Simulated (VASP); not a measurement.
Runs of VASP 6.6.1 on Yb. The structure is that of space group Fm-3m (No. 225), or close to it. The cells are those of the table. 

| cell | gap on the mesh (eV) | pressure (GPa) |
| --- | --- | --- |
| a = 3.790 Å, angles 60.0°, 1 atom | none | -1.2 |
| a = 3.592 Å, angles 60.0°, 1 atom | none | 1.6 |
| a = 3.644 Å, angles 60.0°, 1 atom | none | 0.1 |
| a = 3.742 Å, angles 60.0°, 1 atom | none | -1.8 |
| a = 3.836 Å, angles 60.0°, 1 atom | none | -1.8 |
| a = 3.540 Å, angles 60.0°, 1 atom | none | (a) |

Alike in all rows: task single point; level PBE; potentials or basis VASP PAW PBE potentials, release 64 (Yb); no spin polarisation; k mesh 16 × 16 × 16; cutoff (eV) 520; smearing gaussian 0.15 eV.

Question: Estimate the missing entries.

Answer: (a) 1.9.

Caveats: spin-orbit coupling is left out, which moves the levels of the heavy elements.

A k mesh can miss the band edges, and the runs leave out spin-orbit coupling on Yb.

A gap of «none» marks levels without a gap at the run's occupations.
